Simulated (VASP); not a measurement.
NaH:

```
CELL_PARAMETERS angstrom
0.00000 2.66574 2.66574
2.66574 0.00000 2.66574
2.66574 2.66574 0.00000
ATOMIC_POSITIONS crystal
Na 0.00000 0.00000 0.00000
H 0.25000 0.25000 0.25000
```

This cell differs from its parent crystal: strain +2.6%.

Program: VASP 6.6.1. Alike in all runs: task single point; potentials or basis VASP PAW PBE potentials, release 64 (Na_pv, H); no spin polarisation; cell as given; cutoff (eV) 520.

Q: Order these runs on this cell by their band gap on the k mesh, lowest first.
A. level HSE06; k mesh 6 × 6 × 6; smearing gaussian 0.01 eV; grid for exact exchange (PRECFOCK) Normal; share of exact exchange 0.25; screening parameter 0.2079 1/Å
B. level r2SCAN; k mesh 8 × 8 × 8; smearing gaussian 0.01 eV
C. level PBE; k mesh 8 × 8 × 8; smearing fermi-dirac 0.02 eV

A: C (3.55 eV), B (3.98 eV), A (4.55 eV).

Caveats: the structure was generated, so it needn't be the stable form of NaH.

A k mesh can miss the band edges.
